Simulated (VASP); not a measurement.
# LaZn2GeP4 (a cell with a defect) in VASP: notebook

Aim: see how the results for LaZn2GeP4 (a cell with a defect) move with the level of theory and the settings. Levels: PBEsol, PBEsol+D3(BJ). Tasks: single point.

Everything below comes from runs of VASP 6.6.1. Logs are shortened: lines on timing, memory, paths and dates and some standing lists are left out, and cuts for length are marked.

## Step 1: The cell of the first run

The cell holds a defect, 16 atoms: a = 5.424 Å, b = 5.424 Å, c = 10.709 Å, α = 90.00°, β = 90.00°, γ = 90.00°.

## Step 2: Single point, PBEsol

The input, INCAR:

```
SYSTEM = LaZn2GeP4
ALGO = Normal
EDIFF = 1E-6
ENCUT = 410
GGA = PS
GGA_COMPAT = .False.
ISIF = 2
ISMEAR = -1
ISYM = -1
LASPH = .True.
LCHARG = .True.
LELF = .True.
LMAXMIX = 6
LREAL = Auto
LVHAR = .True.
LWAVE = .False.
NBANDS = 83
NELECT = 140.0
NELM = 200
PREC = Accurate
SIGMA = 0.05
```

The input, KPOINTS:

```
explicit points
1
Reciprocal
  0.25000000   0.25000000   0.25000000 1
```

The input, POSCAR:

```
LaZn2GeP4
1.0
    5.4241330000     -0.0000440000     -0.0000150000
   -0.0000440000      5.4241330000     -0.0000150000
   -0.0000300000     -0.0000300000     10.7085280000
Zn La P Ge
4 2 8 2
Direct
    0.0176730000      0.9954100000      0.9994410000
    0.0058710000      0.5125610000      0.2465940000
    0.4818730000      0.9889180000      0.7399130000
    0.5221990000      0.5194830000      0.5002770000
    0.0021810000      0.0029010000      0.5077840000
    0.5154810000      0.0164610000      0.2323120000
    0.2627810000      0.2542690000      0.1263830000
    0.2329670000      0.2578530000      0.6244190000
    0.7660910000      0.7391240000      0.1173680000
    0.7750610000      0.2403380000      0.3761850000
    0.2394560000      0.7535020000      0.3735260000
    0.2560540000      0.7652550000      0.8802590000
    0.7559410000      0.7546020000      0.6255560000
    0.7343340000      0.2489390000      0.8867840000
    0.4926660000      0.4951370000      0.0103580000
    0.9772870000      0.5178570000      0.7504140000
```

Potentials or basis: VASP PAW PBE potentials, release 64 (Zn, La, P, Ge_d).

Launch:

```sh
$ cat potpaw_PBE.64/Zn/POTCAR potpaw_PBE.64/La/POTCAR potpaw_PBE.64/P/POTCAR potpaw_PBE.64/Ge_d/POTCAR > POTCAR
$ mpirun -np 1 vasp_std > vasp.out
```

OUTCAR:

```text
SYSTEM = LaZn2GeP4
   EDIFF = 1E-6
   ENCUT = 410
   GGA = PS
   ISIF = 2
   ISMEAR = -1
   ISYM = -1
   LASPH = .True.
   LREAL = Auto
   NELECT = 140.0
   NELM = 200
   PREC = Accurate

 ion  position               nearest neighbor table
   1  0.018  0.995  0.999-  12 2.20   9 2.32   7 2.36  14 2.39
   2  0.006  0.513  0.247-   9 2.26  11 2.27   7 2.36  10 2.38
   3  0.482  0.989  0.740-  12 2.29  13 2.31   8 2.34  14 2.52
   4  0.522  0.519  0.500-  13 2.24  11 2.41  10 2.44   8 2.50
   5  0.002  0.003  0.508-   8 2.24  10 2.27  13 2.28  11 2.36
   6  0.515  0.016  0.232-   7 2.20   9 2.37  10 2.41  11 2.56
   7  0.263  0.254  0.126-  15 2.19   6 2.20   2 2.36   1 2.36
   8  0.233  0.258  0.624-   5 2.24   3 2.34  16 2.39   4 2.50
   9  0.766  0.739  0.117-   2 2.26  15 2.29   1 2.32   6 2.37
  10  0.775  0.240  0.376-   5 2.27   2 2.38   6 2.41   4 2.44
  11  0.239  0.754  0.374-   2 2.27   5 2.36   4 2.41   6 2.56
  12  0.256  0.765  0.880-   1 2.20   3 2.29  15 2.39  16 2.45
  13  0.756  0.755  0.626-  16 2.21   4 2.24   5 2.28   3 2.31
  14  0.734  0.249  0.887-  15 2.29   1 2.39  16 2.45   3 2.52
  15  0.493  0.495  0.010-   7 2.19  14 2.29   9 2.29  12 2.39
  16  0.977  0.518  0.750-  13 2.21   8 2.39  14 2.45  12 2.45

IMPORTANT INFORMATION: All symmetrisations will be switched off!
NOSYMM: (Re-)initialisation of all symmetry stuff for point group C_1.

----------------------------------------------------------------------------------------

                                     Primitive cell

  volume of cell :     315.0579

  direct lattice vectors                    reciprocal lattice vectors
     5.424133000 -0.000044000 -0.000015000     0.184361261  0.000001496  0.000000516
    -0.000044000  5.424133000 -0.000015000     0.000001496  0.184361261  0.000000516
    -0.000030000 -0.000030000 10.708528000     0.000000258  0.000000258  0.093383516

  length of vectors
     5.424133000  5.424133000 10.708528000     0.184361261  0.184361261  0.093383516

  position of ions in fractional coordinates (direct lattice)
     0.017673000  0.995410000  0.999441000
     0.005871000  0.512561000  0.246594000
     0.481873000  0.988918000  0.739913000
     0.522199000  0.519483000  0.500277000
     0.002181000  0.002901000  0.507784000
     0.515481000  0.016461000  0.232312000
     0.262781000  0.254269000  0.126383000
     0.232967000  0.257853000  0.624419000
     0.766091000  0.739124000  0.117368000
     0.775061000  0.240338000  0.376185000
     0.239456000  0.753502000  0.373526000
     0.256054000  0.765255000  0.880259000
     0.755941000  0.754602000  0.625556000
     0.734334000  0.248939000  0.886784000
     0.492666000  0.495137000  0.010358000
     0.977287000  0.517857000  0.750414000

  ion indices of the primitive-cell ions
   primitive index   ion index
                 1           1
                 2           2
                 3           3
                 4           4
                 5           5
                 6           6
                 7           7
                 8           8
                 9           9
                10          10
                11          11
                12          12
                13          13
                14          14
                15          15
                16          16

----------------------------------------------------------------------------------------

 KPOINTS: explicit points

Read explicit list of k-points.

 Found      1 k-points:

 Following reciprocal coordinates:
            Coordinates               Weight
  0.250000  0.250000  0.250000      1.000000
   k-points           NKPTS =      1   k-points in BZ     NKDIM =      1   number of bands    NBANDS=     83
   number of dos      NEDOS =    301   number of ions     NIONS =     16
   total plane-waves  NPLWV =  93312
   dimension x,y,z NGX =    36 NGY =   36 NGZ =   72
   dimension x,y,z NGXF=    72 NGYF=   72 NGZF=  144
   ions per type =               4   2   8   2
   NGX,Y,Z   is equivalent  to a cutoff of  11.03, 11.03, 11.18 a.u.
   NGXF,Y,Z  is equivalent  to a cutoff of  22.07, 22.07, 22.36 a.u.
 SYSTEM =  LaZn2GeP4
   PREC   = accura    normal or accurate (medium, high low for compatibility)
   ISTART =      0    job   : 0-new  1-cont  2-samecut
   ICHARG =      2    charge: 1-file 2-atom 10-const
   ISPIN  =      1    spin polarized calculation?
   LNONCOLLINEAR =      F non collinear calculations
   LSORBIT =      F    spin-orbit coupling
   LASPH  =      T    aspherical Exc in radial PAW
   ENCUT  =  410.0 eV  30.13 Ry    5.49 a.u.   8.96  8.96 17.68*2*pi/ulx,y,z
   NELM   =    200;   NELMIN=  2; NELMDL= -5     # of ELM steps
   EDIFF  = 0.1E-05   stopping-criterion for ELM
   LREAL  =      T    real-space projection
   EDIFFG = 0.1E-04   stopping-criterion for IOM
   NSW    =      0    number of steps for IOM
   IBRION =     -1    ionic relax: 0-MD 1-quasi-New 2-CG
   NFREE  =      0    steps in history (QN), initial steepest desc. (CG)
   ISIF   =      2    stress and relaxation
   ISYM   =     -1    0-nonsym 1-usesym 2-fastsym
   POTIM  = 0.5000    time-step for ionic-motion
   TEBEG  =    0.0;   TEEND  =   0.0 temperature during run
   PSTRESS=    0.0 pullay stress
   NELECT =     140.0000    total number of electrons
   NUPDOWN=      -1.0000    fix difference up-down
   EMIN   =  10.00;   EMAX   =-10.00  energy-range for DOS
   EFERMI =   0.00;   METHOD = LEGACY
   ISMEAR =    -1;   SIGMA  =   0.05  broadening in eV -4-tet -1-fermi 0-gaus
   EFERMI_NEDOS =   21; number of points for ismear=-14 and -15
   IALGO  =     38    algorithm
   IMIX   =      4    mixing-type and parameters
     AMIX     =   0.40;   BMIX     =  1.00
     AMIX_MAG =   1.60;   BMIX_MAG =  1.00
  volume/ion in A,a.u.               =      19.69       132.88
  Fermi-wavevector in a.u.,A,eV,Ry     =   1.249263  2.360766 21.234057  1.560659
  Thomas-Fermi vector in A             =   2.383312
   LORBIT       =      0    0 simple, 1 ext, 2 COOP (PROOUT), +10 PAW based schemes
   GGA     = PS    functional components
   LHFCALC =     F    Hartree Fock is set to
   AEXX    =    0.0000 exact exchange contribution
   IVDW    =     0    specifies the selected vdW correction
   LEPSILON=     F    determine dielectric tensor
   LRPA    =     F    only Hartree local field effects (RPA)
 non-spin polarized calculation
  energy-cutoff  :      410.00
  volume of cell :      315.06
 maximum number of plane-waves:      5954
 NGX is ok and might be reduce to    36
   NGX = 17   NGY = 17   NGZ = 35

 number of electron     139.9999999 magnetization

 Free energy of the ion-electron system (eV)
  ---------------------------------------------------
  ext. energy  EPLUGINS =         0.00000000
  ---------------------------------------------------
  free energy    TOTEN  =       -54.68979482 eV

  energy without entropy =      -54.68922140  energy(sigma->0) =      -54.68950811

 E-fermi :   6.1979     XC(G=0): -10.4097

 val. band max:        5.7947766922   @ k =   0.2500   0.2500   0.2500
 cond. band min:       6.6015649562   @ k =   0.2500   0.2500   0.2500
 fundamental gap:      0.8067882640
 Fermi energy:         6.1979171795

 k-point     1 :       0.2500    0.2500    0.2500
  band No.  band energies     occupation
      1     -25.5046      2.00000
      2     -25.1159      2.00000
      3     -19.5860      2.00000
      4     -19.5507      2.00000
      5     -19.5479      2.00000
      6     -19.5348      2.00000
      7     -19.4995      2.00000
      8     -19.3958      2.00000
      9     -19.3811      2.00000
     10     -19.3653      2.00000
     11     -19.3554      2.00000
     12     -19.3277      2.00000
     13     -11.0475      2.00000
     14     -10.6349      2.00000
     15     -10.5326      2.00000
     16     -10.3036      2.00000
     17      -9.9591      2.00000
     18      -9.6954      2.00000
     19      -7.0603      2.00000
     20      -6.0041      2.00000
     21      -5.2300      2.00000
     22      -4.8613      2.00000
     23      -4.6475      2.00000
     24      -4.0050      2.00000
     25      -3.6268      2.00000
     26      -3.2035      2.00000
     27      -2.5694      2.00000
     28      -2.3244      2.00000
     29      -2.0073      2.00000
     30      -1.9386      2.00000
     31      -1.9049      2.00000
     32      -1.8886      2.00000
     33      -1.8110      2.00000
     34      -1.7434      2.00000
     35      -1.7268      2.00000
     36      -1.6858      2.00000
     37      -1.6690      2.00000
     38      -1.6494      2.00000
     39      -1.6105      2.00000
     40      -1.5840      2.00000
     41      -1.5535      2.00000
     42      -1.4965      2.00000
     43      -1.4362      2.00000
     44      -1.4216      2.00000
     45      -1.3107      2.00000
     46      -1.2051      2.00000
     47      -0.9765      2.00000
     48      -0.7080      2.00000
     49       0.0617      2.00000
     50       0.4393      2.00000
     51       0.8853      2.00000
     52       1.1078      2.00000
     53       1.5795      2.00000
     54       1.7384      2.00000
     55       2.0487      2.00000
     56       2.1484      2.00000
     57       2.6432      2.00000
     58       2.8583      2.00000
     59       3.1389      2.00000
     60       3.3069      2.00000
     61       3.5645      2.00000
     62       3.7757      2.00000
     63       4.1148      2.00000
     64       4.2602      2.00000
     65       4.4053      2.00000
     66       4.6267      2.00000
     67       4.8534      2.00000
     68       5.0374      2.00000
     69       5.4421      2.00000
     70       5.7948      1.99937
     71       6.6016      0.00062
     72       6.8268      0.00001
     73       7.2730      0.00000
     74       7.4932      0.00000
     75       7.6783      0.00000
     76       7.9994      0.00000
     77       8.3308      0.00000
     78       8.4261      0.00000
     79       8.6031      0.00000
     80       8.7674      0.00000
     81       8.8975      0.00000
     82       8.9908      0.00000
 [bands above 82 left out]

------------------------ aborting loop because EDIFF is reached ----------------------------------------

  FORCE on cell =-STRESS in cart. coord.  units (eV):
  Direction    XX          YY          ZZ          XY          YZ          ZX
  --------------------------------------------------------------------------------------
  -------------------------------------------------------------------------------------
  Total       58.4596501     65.6605976     63.1834906    -12.5521883     -1.7893597      5.7553360
  in kB      297.2873007    333.9065798    321.3096441    -63.8321677     -9.0995057     29.2678508
  external PRESSURE =     317.5011749 kB  Pullay stress =       0.0000000 kB

 VOLUME and BASIS-vectors are now :
 -----------------------------------------------------------------------------
  energy-cutoff  :      410.00
  volume of cell :      315.06
      direct lattice vectors                 reciprocal lattice vectors
     5.424133000 -0.000044000 -0.000015000     0.184361261  0.000001496  0.000000516
    -0.000044000  5.424133000 -0.000015000     0.000001496  0.184361261  0.000000516
    -0.000030000 -0.000030000 10.708528000     0.000000258  0.000000258  0.093383516

 POSITION                                       TOTAL-FORCE (eV/Angst)
 -----------------------------------------------------------------------------------
      0.09579      5.39921     10.70253        -0.735329      0.906645      0.434645
      0.03182      2.78019      2.64065        -0.072435     -0.520031     -0.280248
      2.61368      5.36398      7.92336         0.328024      0.622872      0.778998
      2.83244      2.81771      5.35721        -0.761742     -0.738420     -1.244418
      0.01181      0.01572      5.43762         1.064184     -1.321812     -4.735407
      2.79603      0.08926      2.48771         1.913170     -3.329752      2.589771
      1.42534      1.37917      1.35337        -6.437715      4.702838     -3.944508
      1.26361      1.39860      6.68660         3.947221      5.301854      5.513857
      4.15534      4.00907      1.25682         2.452312     -2.775763     -1.979652
      4.20401      1.30358      4.02837        -1.791722      5.915881      0.350115
      1.29880      4.08707      3.99990         2.368179     -3.818116      0.408475
      1.38881      4.15081      9.42626         0.176351     -0.909399     -1.191232
      4.10027      4.09301      6.69876        -4.106259     -3.420163      4.974944
      3.98309      1.35022      9.49614         0.362745     -0.347055     -1.574627
      2.67226      2.68567      0.11090         0.281074      0.847792     -1.472329
      5.30089      2.80886      8.03581         1.011943     -1.117370      1.371613
 -----------------------------------------------------------------------------------
    total drift:                               -0.006340     -0.001333     -0.004421

  FREE ENERGIE OF THE ION-ELECTRON SYSTEM (eV)
  ---------------------------------------------------
  free  energy   TOTEN  =       -54.6897948221 eV

  energy  without entropy=      -54.6892214010  energy(sigma->0) =      -54.68950811
```

Run time: 41 s. Hardware: 1 thread of Intel Xeon 6975P-C (Granite Rapids), shared host; peak memory 0.3 GiB.

Results:

```
Free energy   : -54.6898 eV
Largest force : 8.895 eV/Å
```

Forces on the atoms (eV/Å):
```
Zn  -0.735  0.907  0.435
Zn  -0.072 -0.520 -0.280
Zn   0.328  0.623  0.779
Zn  -0.762 -0.738 -1.244
La   1.064 -1.322 -4.735
La   1.913 -3.330  2.590
P   -6.438  4.703 -3.945
P    3.947  5.302  5.514
P    2.452 -2.776 -1.980
P   -1.792  5.916  0.350
P    2.368 -3.818  0.408
P    0.176 -0.909 -1.191
P   -4.106 -3.420  4.975
P    0.363 -0.347 -1.575
Ge   0.281  0.848 -1.472
Ge   1.012 -1.117  1.372
```

Caveat: the cell carries a net charge on a neutralising background, which shifts energy and pressure; the cell is charged against a uniform background, so pressure and absolute levels hang on convention; the PAW data sets were made with another functional, which shifts forces and pressure a little; spin-orbit coupling is left out, which moves the levels of the heavy elements.

(Continued in part 2 of 2.)
